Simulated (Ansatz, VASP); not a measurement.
One calculation of ZrB, two programs

```
Zr B
1.0
     0.00000    2.33508    2.48102
     2.33508    0.00000    2.48102
     2.33508    2.33508    0.00000
Zr B
1 1
Cartesian
  0.0000 0.0000 0.0000
  2.3351 2.3351 2.4810
```

Alike in both runs: task single point; functional LDA; k mesh 18 × 18 × 18; occupations gaussian, width 0.15 eV; no spin polarisation.

|  | VASP | Ansatz |
| --- | --- | --- |
| version | VASP 6.6.1 | Ansatz 0.2.0 |
| potentials or method | VASP PAW LDA potentials, release 64 (Zr_sv, B), cutoff 520 eV | scalar-relativistic, plane waves, PAW |
| valence electrons in the cell | 15 | 15 |

```csv
,VASP,Ansatz,Ansatz less VASP
gap on the k mesh at the Fermi level (eV),none,none,-
pressure (GPa),9.3,8.9,-0.38
"traceless stress, the component that is largest in VASP (GPa)",-14.91,-14.84,+0.067
```

LDA's correlation is that of Perdew and Zunger in VASP and of Perdew and Wang (1992) in Ansatz. A gap of «none» marks a metal or a gap that the smearing closes.
